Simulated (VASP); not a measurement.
# Rb2Ag (P4/mmm) in VASP: further runs

The runs below take Rb2Ag through single point, relaxation of cell and atoms, with PBE.

Program: VASP 6.6.1. These are calculated values, not measurements. Logs are shortened: lines on timing, memory, paths and dates and some standing lists are left out, and cuts for length are marked.

### Step 1. The cell of the first run

The structure is tetragonal, space group P4/mmm (No. 123). The conventional cell has a = 4.356 Å, b = 4.356 Å, c = 6.003 Å, α = 90.00°, β = 90.00°, γ = 90.00°. Within 4.1 Å of Rb (site symmetry 4/mmm) lie 4 Ag at 3.08 Å. Within 4.0 Å of Rb (site symmetry 4/mmm) lie 2 Ag at 3.00 Å. Within 4.0 Å of Ag (site symmetry 4/mmm) lie 6 Rb at 3.00 to 3.08 Å.

The cell was built from a structure type or drawn by symmetry, and may not be a known phase.

### Step 2. Single point, PBE

INCAR reads:

```
SYSTEM = Rb2Ag
PREC = Accurate ; ENCUT = 520
EDIFF = 1E-6 ; ISMEAR = 0
SIGMA = 0.1 ; LREAL = .False.
LASPH = .True. ; NELM = 60
ALGO = Normal ; ISIF = 2
LWAVE = .False. ; LCHARG = .False.
GGA = PE ; NBANDS = 22
```

KPOINTS reads:

```
regular mesh
0
Gamma
  4 4 4
  0 0 0
```

POSCAR reads:

```
Rb2Ag
1.0
    4.3555036600      0.0000000000      0.0000000000
    0.0000000000      4.3555036600      0.0000000000
    0.0000000000      0.0000000000      6.0027716600
Rb Ag
2 1
Direct
    0.5000000000      0.5000000000      0.0000000000
    0.0000000000      0.0000000000      0.5000000000
    0.0000000000      0.0000000000      0.0000000000
```

Potentials or basis: VASP PAW PBE potentials, release 64 (Rb_sv, Ag).

On the command line:

```console
cat potpaw_PBE.64/Rb_sv/POTCAR potpaw_PBE.64/Ag/POTCAR > POTCAR
mpirun -np 1 vasp_std > vasp.out
```

OUTCAR:

```text
SYSTEM = Rb2Ag
   PREC = Accurate
   ENCUT = 520
   EDIFF = 1E-6
   ISMEAR = 0
   LREAL = .False.
   LASPH = .True.
   NELM = 60
   ISIF = 2
   GGA = PE

 ion  position               nearest neighbor table
   1  0.500  0.500  0.000-   3 3.08   3 3.08   3 3.08   3 3.08   2 4.30   2 4.30   2 4.30   2 4.30
                             2 4.30   2 4.30   2 4.30   2 4.30
   2  0.000  0.000  0.500-   3 3.00   3 3.00   1 4.30   1 4.30   1 4.30   1 4.30   1 4.30   1 4.30
                             1 4.30   1 4.30
   3  0.000  0.000  0.000-   2 3.00   2 3.00   1 3.08   1 3.08   1 3.08   1 3.08

  LATTYP: Found a simple tetragonal cell.
 ALAT       =     4.3555036600
 C/A-ratio  =     1.3782037919

  Lattice vectors:

 A1 = (   4.3555036600,   0.0000000000,   0.0000000000)
 A2 = (   0.0000000000,   4.3555036600,   0.0000000000)
 A3 = (   0.0000000000,   0.0000000000,   6.0027716600)

Analysis of symmetry for initial positions (statically):
=====================================================================
 Subroutine PRICEL returns:
 Original cell was already a primitive cell.

 Routine SETGRP: Setting up the symmetry group for a
 simple tetragonal supercell.

 Subroutine GETGRP returns: Found 16 space group operations
 (whereof 16 operations were pure point group operations)
 out of a pool of 16 trial point group operations.

The static configuration has the point symmetry D_4h.

Analysis of symmetry for dynamics (positions and initial velocities):
=====================================================================
 Subroutine PRICEL returns:
 Original cell was already a primitive cell.

 Routine SETGRP: Setting up the symmetry group for a
 simple tetragonal supercell.

 Subroutine GETGRP returns: Found 16 space group operations
 (whereof 16 operations were pure point group operations)
 out of a pool of 16 trial point group operations.

The dynamic configuration has the point symmetry D_4h.

 Subroutine INISYM returns: Found 16 space group operations
 (whereof 16 operations are pure point group operations),
 and found     1 'primitive' translations

----------------------------------------------------------------------------------------

                                     Primitive cell

  volume of cell :     113.8751

  direct lattice vectors                    reciprocal lattice vectors
     4.355503660  0.000000000  0.000000000     0.229594572  0.000000000  0.000000000
     0.000000000  4.355503660  0.000000000     0.000000000  0.229594572  0.000000000
     0.000000000  0.000000000  6.002771660     0.000000000  0.000000000  0.166589712

  length of vectors
     4.355503660  4.355503660  6.002771660     0.229594572  0.229594572  0.166589712

  position of ions in fractional coordinates (direct lattice)
     0.500000000  0.500000000  0.000000000
     0.000000000  0.000000000  0.500000000
     0.000000000  0.000000000  0.000000000

  ion indices of the primitive-cell ions
   primitive index   ion index
                 1           1
                 2           2
                 3           3

----------------------------------------------------------------------------------------

 KPOINTS: regular mesh

Automatic generation of k-mesh.
 Grid dimensions read from file:
 generate k-points for:    4    4    4

 Generating k-lattice:

  Cartesian coordinates                     Fractional coordinates (reciprocal lattice)
     0.057398643  0.000000000  0.000000000     0.250000000  0.000000000  0.000000000
     0.000000000  0.057398643  0.000000000     0.000000000  0.250000000  0.000000000
     0.000000000  0.000000000  0.041647428     0.000000000  0.000000000  0.250000000

  Length of vectors
     0.057398643  0.057398643  0.041647428

  Shift w.r.t. Gamma in fractional coordinates (k-lattice)
     0.000000000  0.000000000  0.000000000

 Subroutine IBZKPT returns following result:
 ===========================================

 Found     18 irreducible k-points:

 Following reciprocal coordinates:
            Coordinates               Weight
  0.000000  0.000000  0.000000      1.000000
  0.250000  0.000000  0.000000      4.000000
  0.500000  0.000000  0.000000      2.000000
  0.250000  0.250000  0.000000      4.000000
  0.500000  0.250000  0.000000      4.000000
  0.500000  0.500000  0.000000      1.000000
[... 10 lines left out ...]
  0.500000  0.250000  0.500000      4.000000
  0.500000  0.500000  0.500000      1.000000
   k-points           NKPTS =     18   k-points in BZ     NKDIM =     18   number of bands    NBANDS=     22
   number of dos      NEDOS =    301   number of ions     NIONS =      3
   total plane-waves  NPLWV =  49152
   dimension x,y,z NGX =    32 NGY =   32 NGZ =   48
   dimension x,y,z NGXF=    64 NGYF=   64 NGZF=   96
   ions per type =               2   1
   NGX,Y,Z   is equivalent  to a cutoff of  12.21, 12.21, 13.29 a.u.
   NGXF,Y,Z  is equivalent  to a cutoff of  24.43, 24.43, 26.59 a.u.
 SYSTEM =  Rb2Ag
   PREC   = accura    normal or accurate (medium, high low for compatibility)
   ISTART =      0    job   : 0-new  1-cont  2-samecut
   ICHARG =      2    charge: 1-file 2-atom 10-const
   ISPIN  =      1    spin polarized calculation?
   LNONCOLLINEAR =      F non collinear calculations
   LSORBIT =      F    spin-orbit coupling
   LASPH  =      T    aspherical Exc in radial PAW
   ENCUT  =  520.0 eV  38.22 Ry    6.18 a.u.   8.10  8.10 11.16*2*pi/ulx,y,z
   NELM   =     60;   NELMIN=  2; NELMDL= -5     # of ELM steps
   EDIFF  = 0.1E-05   stopping-criterion for ELM
   LREAL  =      F    real-space projection
   EDIFFG = 0.1E-04   stopping-criterion for IOM
   NSW    =      0    number of steps for IOM
   IBRION =     -1    ionic relax: 0-MD 1-quasi-New 2-CG
   NFREE  =      0    steps in history (QN), initial steepest desc. (CG)
   ISIF   =      2    stress and relaxation
   ISYM   =      2    0-nonsym 1-usesym 2-fastsym
   POTIM  = 0.5000    time-step for ionic-motion
   TEBEG  =    0.0;   TEEND  =   0.0 temperature during run
   PSTRESS=    0.0 pullay stress
   NELECT =      29.0000    total number of electrons
   NUPDOWN=      -1.0000    fix difference up-down
   EMIN   =  10.00;   EMAX   =-10.00  energy-range for DOS
   EFERMI =   0.00;   METHOD = LEGACY
   ISMEAR =     0;   SIGMA  =   0.10  broadening in eV -4-tet -1-fermi 0-gaus
   EFERMI_NEDOS =   21; number of points for ismear=-14 and -15
   IALGO  =     38    algorithm
   IMIX   =      4    mixing-type and parameters
     AMIX     =   0.40;   BMIX     =  1.00
     AMIX_MAG =   1.60;   BMIX_MAG =  1.00
  volume/ion in A,a.u.               =      37.96       256.16
  Fermi-wavevector in a.u.,A,eV,Ry     =   1.037683  1.960936 14.650558  1.076786
  Thomas-Fermi vector in A             =   2.172132
   LORBIT       =      0    0 simple, 1 ext, 2 COOP (PROOUT), +10 PAW based schemes
   GGA     = PE    functional components
   LHFCALC =     F    Hartree Fock is set to
   AEXX    =    0.0000 exact exchange contribution
   IVDW    =     0    specifies the selected vdW correction
   LEPSILON=     F    determine dielectric tensor
   LRPA    =     F    only Hartree local field effects (RPA)
 non-spin polarized calculation
 Gauss-broadening in eV      SIGMA  =   0.10
  energy-cutoff  :      520.00
  volume of cell :      113.88
 maximum number of plane-waves:      3088
   NGX = 17   NGY = 17   NGZ = 23

 number of electron      29.0000000 magnetization

 Free energy of the ion-electron system (eV)
  ---------------------------------------------------
  ext. energy  EPLUGINS =         0.00000000
  ---------------------------------------------------
  free energy    TOTEN  =        -3.11940714 eV

  energy without entropy =       -3.11157274  energy(sigma->0) =       -3.11548994

 E-fermi :   2.7322     XC(G=0):  -7.9018

 val. band max:        2.5989384112   @ k =   0.2500   0.0000   0.2500
 cond. band min:       2.7540928424   @ k =   0.5000   0.2500   0.0000
 fundamental gap:      0.1551544311
 Fermi energy:         2.7321852593

 k-point     1 :       0.0000    0.0000    0.0000
  band No.  band energies     occupation
      1     -25.8001      2.00000
      2     -25.3158      2.00000
      3     -10.1065      2.00000
      4      -9.8850      2.00000
      5      -9.8850      2.00000
      6      -9.4669      2.00000
[... 14 lines left out ...]
     21       7.7319      0.00000
     22       7.7319      0.00000

 k-point     2 :       0.2500    0.0000    0.0000
  band No.  band energies     occupation
      1     -25.7944      2.00000
      2     -25.3094      2.00000
      3     -10.0549      2.00000
      4      -9.9915      2.00000
      5      -9.8675      2.00000
      6      -9.6013      2.00000
[... 14 lines left out ...]
     21       7.5018      0.00000
     22       7.7920      0.00000

 k-point     3 :       0.5000    0.0000    0.0000
  band No.  band energies     occupation
      1     -25.7887      2.00000
      2     -25.3029      2.00000
      3     -10.0921      2.00000
      4      -9.9944      2.00000
      5      -9.8481      2.00000
      6      -9.7807      2.00000
[... 14 lines left out ...]
     21       7.1773      0.00000
     22       8.3738      0.00000

 k-point     4 :       0.2500    0.2500    0.0000
  band No.  band energies     occupation
      1     -25.7890      2.00000
      2     -25.3040      2.00000
      3     -10.0192      2.00000
      4      -9.9959      2.00000
      5      -9.9763      2.00000
      6      -9.6274      2.00000
[... 14 lines left out ...]
     21       7.2036      0.00000
     22       7.3711      0.00000

 k-point     5 :       0.5000    0.2500    0.0000
  band No.  band energies     occupation
      1     -25.7837      2.00000
      2     -25.2986      2.00000
      3     -10.0959      2.00000
      4      -9.9955      2.00000
      5      -9.9805      2.00000
      6      -9.6784      2.00000
[... 267 lines left out ...]
 k-point    16 :       0.2500    0.2500    0.5000
  band No.  band energies     occupation
      1     -25.7866      2.00000
      2     -25.3042      2.00000
      3     -10.1412      2.00000
      4     -10.0191      2.00000
      5      -9.9701      2.00000
      6      -9.5793      2.00000
[... 14 lines left out ...]
     21       6.8402      0.00000
     22       8.4231      0.00000

 k-point    17 :       0.5000    0.2500    0.5000
  band No.  band energies     occupation
      1     -25.7816      2.00000
      2     -25.2985      2.00000
      3     -10.1361      2.00000
      4     -10.1131      2.00000
      5      -9.9604      2.00000
      6      -9.6612      2.00000
[... 14 lines left out ...]
     21       6.8790      0.00000
     22       9.0455      0.00000

 k-point    18 :       0.5000    0.5000    0.5000
  band No.  band energies     occupation
      1     -25.7766      2.00000
      2     -25.2941      2.00000
      3     -10.0699      2.00000
      4     -10.0647      2.00000
      5     -10.0647      2.00000
      6      -9.6608      2.00000
[... 14 lines left out ...]
     21       6.7495      0.00000
     22       9.3177      0.00000

------------------------ aborting loop because EDIFF is reached ----------------------------------------

  FORCE on cell =-STRESS in cart. coord.  units (eV):
  Direction    XX          YY          ZZ          XY          YZ          ZX
  --------------------------------------------------------------------------------------
  -------------------------------------------------------------------------------------
  Total        5.0777665      5.0777665      6.7859813      0.0000000     -0.0000000      0.0000000
  in kB       71.4421828     71.4421828     95.4760957      0.0000000     -0.0000000      0.0000000
  external PRESSURE =      79.4534871 kB  Pullay stress =       0.0000000 kB

 VOLUME and BASIS-vectors are now :
 -----------------------------------------------------------------------------
  energy-cutoff  :      520.00
  volume of cell :      113.88
      direct lattice vectors                 reciprocal lattice vectors
     4.355503660  0.000000000  0.000000000     0.229594572  0.000000000  0.000000000
     0.000000000  4.355503660  0.000000000     0.000000000  0.229594572  0.000000000
     0.000000000  0.000000000  6.002771660     0.000000000  0.000000000  0.166589712

 POSITION                                       TOTAL-FORCE (eV/Angst)
 -----------------------------------------------------------------------------------
      2.17775      2.17775      0.00000         0.000000      0.000000      0.000000
      0.00000      0.00000      3.00139         0.000000      0.000000      0.000000
      0.00000      0.00000      0.00000         0.000000      0.000000      0.000000
 -----------------------------------------------------------------------------------
    total drift:                                0.000000     -0.000000     -0.000000

  FREE ENERGIE OF THE ION-ELECTRON SYSTEM (eV)
  ---------------------------------------------------
  free  energy   TOTEN  =        -3.1194071378 eV

  energy  without entropy=       -3.1115727396  energy(sigma->0) =       -3.11548994
```

Wall time 17 s (1 thread of Intel Xeon 6975P-C (Granite Rapids), shared host); peak memory 0.22 GiB.

Results:

```yaml
Free_energy: -3.1194 eV
Pressure: 7.9 GPa
Band_gap_on_the_k_mesh: zero (an odd number of electrons rules out a gap without spin polarisation)
```

Caveat: the k points lie up to 0.36 Å⁻¹ apart, too coarse for converged energies and pressures of a metal.

### Step 3. Single point, PBE

This run uses another cell than the first one, of 62.87 Å³/atom.

INCAR reads:

```
PREC = Accurate ; ENCUT = 520
EDIFF = 1E-6 ; ISMEAR = 0
SIGMA = 0.1 ; LREAL = False
LASPH = True ; NELM = 100
ALGO = Normal ; ISIF = 2
LWAVE = False ; LCHARG = True
GGA = PE ; LELF = True
LVHAR = True ; NBANDS = 22
```

KPOINTS reads:

```
Automatic mesh
0
Gamma
  4 4 4
```

POSCAR reads:

```
Rb2Ag
1.0
    5.0900635941      0.0000000000      0.0000000000
    0.0000000000      5.0900635941      0.0000000000
    0.0000000000      0.0000000000      7.2792371411
Rb Ag
2 1
Direct
    0.5000000000      0.5000000000      0.0000000000
    0.0000000000      0.0000000000      0.5000000000
    0.0000000000      0.0000000000      0.0000000000
```

Potentials or basis: VASP PAW PBE potentials, release 64 (Rb_sv, Ag).

On the command line:

```console
cat potpaw_PBE.64/Rb_sv/POTCAR potpaw_PBE.64/Ag/POTCAR > POTCAR
mpirun -np 1 vasp_std > vasp.out
```

Run time: 33 s. Hardware: 1 thread of Intel Xeon 6975P-C (Granite Rapids), shared host; peak memory 0.28 GiB.

The run converged. Its results:

```yaml
Free_energy: -4.3308 eV
Pressure: 0.0 GPa
Band_gap_on_the_k_mesh: zero (an odd number of electrons rules out a gap without spin polarisation)
```

Levels at points of the mesh, in eV from the Fermi level:
```
           k point  band 10  band 11  band 12  band 13  band 14  band 15  band 16  band 17  band 18  band 19
(0.00, 0.00, 0.00)    -4.18    -4.16    -4.11    -4.11    -2.97    -0.10     1.00     2.25     3.50     3.50
(0.50, 0.00, 0.00)    -4.13    -4.10    -4.10    -4.09    -1.85    -0.40     1.41     1.50     1.82     2.21
(0.50, 0.50, 0.00)    -4.15    -4.14    -4.14    -4.05    -1.68     0.87     1.05     1.05     2.27     2.27
(0.00, 0.00, 0.50)    -4.16    -4.15    -4.10    -4.10    -2.58    -1.07     2.20     2.60     2.77     3.11
(0.50, 0.00, 0.50)    -4.12    -4.09    -4.09    -4.08    -1.49    -0.17    -0.03     0.87     2.47     2.76
(0.50, 0.50, 0.50)    -4.13    -4.13    -4.11    -4.05    -1.40     1.08     1.08     1.31     1.50     1.90
```

### Step 4. Relaxation of cell and atoms, PBE

INCAR reads:

```
SYSTEM = Rb2Ag
  PREC = Accurate
  ENCUT = 600
  EDIFF = 1E-6
  ISMEAR = 0
  SIGMA = 0.1
  LREAL = .False.
  LASPH = .True.
  NELM = 100
  ALGO = Normal
  ISIF = 3
  LWAVE = .False.
  LCHARG = .False.
  GGA = PE
  IBRION = 2
  NSW = 90
  EDIFFG = -0.04
```

KPOINTS reads:

```
Automatic mesh
0
Gamma
  4 4 4
  0 0 0
```

POSCAR reads:

```
Rb2Ag
1.0
    4.3555036600      0.0000000000      0.0000000000
    0.0000000000      4.3555036600      0.0000000000
    0.0000000000      0.0000000000      6.0027716600
Rb Ag
2 1
Direct
    0.5000000000      0.5000000000      0.0000000000
    0.0000000000      0.0000000000      0.5000000000
    0.0000000000      0.0000000000      0.0000000000
```

On the command line:

```console
cat potpaw_PBE.64/Rb_sv/POTCAR potpaw_PBE.64/Ag/POTCAR > POTCAR
mpirun -np 1 vasp_std > vasp.out
```

It took 92 s on 1 thread of Intel Xeon 6975P-C (Granite Rapids), shared host; peak memory 0.25 GiB.

It converged, with:

```
Free energy                           : -4.3242 eV
Relaxed volume                        : 63.13 Å³/atom
Relaxed cell                          : a = 5.080 Å, b = 5.080 Å, c = 7.338 Å, α = 90.00°, β = 90.00°, γ = 90.00°
Space group after relaxing (to 0.1 Å) : P4/mmm (No. 123)
Energy gained by relaxing             : 401.7 meV/atom
Ionic steps                           : 6
Pressure after relaxing               : 0.0 GPa
Band gap on the k mesh                : zero (an odd number of electrons rules out a gap without spin polarisation)
```

Step by step:
```csv
step,energy change (eV),largest force (eV/Å),pressure (GPa),volume (Å³)
1,0.0000,0.0000,7.94,113.88
2,-0.9747,0.0000,2.20,147.77
3,-1.1630,0.0000,0.75,169.15
4,-1.1449,0.0000,-0.58,217.86
5,-1.2039,0.0000,-0.09,192.38
6,-1.2050,0.0000,-0.01,189.39
```

Final structure:
```
Rb Ag
1.0
     5.08036    0.00000    0.00000
     0.00000    5.08036    0.00000
     0.00000    0.00000    7.33780
Rb Ag
2 1
Direct
  0.50000 0.50000 0.00000
  0.00000 0.00000 0.50000
  0.00000 0.00000 0.00000
```

Levels at points of the mesh, in eV from the Fermi level:
```
           k point  band 11  band 12  band 13  band 14  band 15  band 16  band 17  band 18
(0.00, 0.00, 0.00)    -4.16    -4.09    -4.09    -2.96    -0.12     0.96     2.26     3.53
(0.50, 0.00, 0.00)    -4.10    -4.09    -4.09    -1.83    -0.39     1.39     1.49     1.81
(0.50, 0.50, 0.00)    -4.13    -4.13    -4.04    -1.67     0.88     1.07     1.07     2.26
(0.00, 0.00, 0.50)    -4.14    -4.09    -4.09    -2.58    -1.08     2.18     2.60     2.74
(0.50, 0.00, 0.50)    -4.09    -4.08    -4.07    -1.49    -0.17    -0.02     0.87     2.49
(0.50, 0.50, 0.50)    -4.12    -4.10    -4.04    -1.40     1.09     1.09     1.31     1.50
```

Caveat: the k points lie up to 0.31 Å⁻¹ apart in the final cell, too coarse for converged energies and pressures of a metal; the volume moved by over 15 % at a fixed basis, so the end points are rough.

### Step 5. Overview

```tsv
task	cell	cutoff (eV)	gap on the mesh (eV)	pressure (GPa)
single point	a = 4.356, b = 4.356, c = 6.003 Å, 3 atoms	520	none	7.9
single point	a = 5.090, b = 5.090, c = 7.279 Å, 3 atoms	520	none	0.0
relaxation of cell and atoms	relaxed from a = 4.356, b = 4.356, c = 6.003 Å, 3 atoms	600	none	0.0
```

Alike in all rows: level PBE; potentials or basis VASP PAW PBE potentials, release 64 (Rb_sv, Ag); no spin polarisation; k mesh 4 × 4 × 4; smearing gaussian 0.1 eV.

Caveats: some runs use coarse meshes; the volume moved by over 15 % at a fixed basis, so the end points are rough (at least some runs).

Absolute energies hang on the potentials; compare differences alone.
